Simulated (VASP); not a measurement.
Input of a VASP 6.6.1 run:

Contents of INCAR:

```
  ALGO = Fast
  EDIFF = 1E-6
  ENCUT = 520
  GGA = PE
  ISIF = 2
  ISMEAR = 0
  LASPH = T
  LCHARG = T
  LELF = T
  LREAL = F
  LVHAR = T
  LWAVE = F
  NBANDS = 10
  NELM = 100
  PREC = Accurate
  SIGMA = 0.1
```

The input KPOINTS:

```
k-points
0
Gamma
  14 14 14
```

Contents of POSCAR:

```
K
1.0
   -2.0725873208      2.0725873208      2.0725873208
    2.0725873208     -2.0725873208      2.0725873208
    2.0725873208      2.0725873208     -2.0725873208
K
1
Direct
    0.0000000000      0.0000000000      0.0000000000
```

Potentials or basis: VASP PAW PBE potentials, release 64 (K_sv).

The run is started by

```bash
$ cat potpaw_PBE.64/K_sv/POTCAR > POTCAR
$ mpirun -np 1 vasp_std > vasp.out
```

(1) What does it give for the band gap on the k mesh?

(2) What does it give for the pressure?

Answers

(1) zero (an odd number of electrons rules out a gap without spin polarisation).

(2) 10.0 GPa.

Caveat: the cell stands under pressure.
